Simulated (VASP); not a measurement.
Input of a VASP 6.6.1 run:

File INCAR:

```
SYSTEM = Ga4AsP3
PREC = Accurate
ENCUT = 520
EDIFF = 1E-6
ISMEAR = -1
SIGMA = 0.02
LREAL = .FALSE.
LASPH = .TRUE.
NELM = 100
ALGO = Normal
ISIF = 2
LWAVE = .FALSE.
LCHARG = .FALSE.
GGA = PE
NBANDS = 46
```

Contents of KPOINTS:

```
Automatic mesh
0
G
  6 6 6
  0 0 0
```

The input POSCAR:

```
Ga4AsP3
1.0
   -2.7821259493      2.7821259493      5.5626611225
    2.7821259493     -2.7821259493      5.5626611225
    2.7821259493      2.7821259493     -5.5626611225
P Ga As
3 4 1
Direct
    0.2500000000      0.7500000000      0.5000000000
    0.5000000000      0.5000000000      0.0000000000
    0.7500000000      0.2500000000      0.5000000000
    0.8709250017      0.3835661576      0.0000000000
    0.1290749983      0.1290749983      0.5126411560
    0.3835661576      0.8709250017      0.0000000000
    0.6164338424      0.6164338424      0.4873588440
    0.0000000000      0.0000000000      0.0000000000
```

Potentials or basis: VASP PAW PBE potentials, release 64 (P, Ga_d, As).

The run is started by

```console
$ cat potpaw_PBE.64/P/POTCAR potpaw_PBE.64/Ga_d/POTCAR potpaw_PBE.64/As/POTCAR > POTCAR
$ mpirun -np 1 vasp_std > vasp.out
```

Q: What does it give for the band gap on the k mesh?

A: 1.20 eV.

Q: Estimate the largest force.

A: 0.013 eV/Å.

Q: Estimate the pressure.

A: 0.0 GPa.

Forces on the atoms (eV/Å):
```
P    0.000  0.000  0.000
P    0.000  0.000  0.000
P    0.000  0.000  0.000
Ga   0.008 -0.008  0.007
Ga   0.008  0.008 -0.007
Ga  -0.008  0.008  0.007
Ga  -0.008 -0.008 -0.007
As   0.000  0.000  0.000
```

A k mesh can miss the band edges.
